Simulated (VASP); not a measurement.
Here is a VASP 6.6.1 calculation.

INCAR

```
SYSTEM = Se
PREC = Accurate
ENCUT = 520
EDIFF = 1E-6
ISMEAR = 0
SIGMA = 0.15
LREAL = .False.
LASPH = .True.
NELM = 60
ALGO = Normal
ISIF = 2
LWAVE = .False.
LCHARG = .True.
GGA = PE
LELF = .True.
LVHAR = .True.
NBANDS = 13
```

File KPOINTS:

```
Automatic mesh
0
Gamma
  14 14 14
  0 0 0
```

File POSCAR:

```
Se
1.0
    0.0000000000      3.5085064713      2.4805140752
    3.5085064713      0.0000000000      2.4805140752
    3.5085064713      3.5085064713      0.0000000000
Se
2
Direct
    0.5000000000      0.5000000000      0.5000000000
    0.7500000000      0.7500000000      0.7500000000
```

Potentials or basis: VASP PAW PBE potentials, release 64 (Se).

Launch:

```console
$ cat potpaw_PBE.64/Se/POTCAR > POTCAR
$ mpirun -np 1 vasp_std > vasp.out
```

Task: What does it give for the pressure?

Result: -2.0 GPa.

Task: What does it give for the band gap on the k mesh?

Result: Zero (band 6 reaches 2.36 eV, above the bottom of band 7 at 1.69 eV).

Stress tensor (GPa, compression positive):
```
-0.93  0.00  0.00
 0.00 -0.93  0.00
 0.00  0.00 -4.04
```
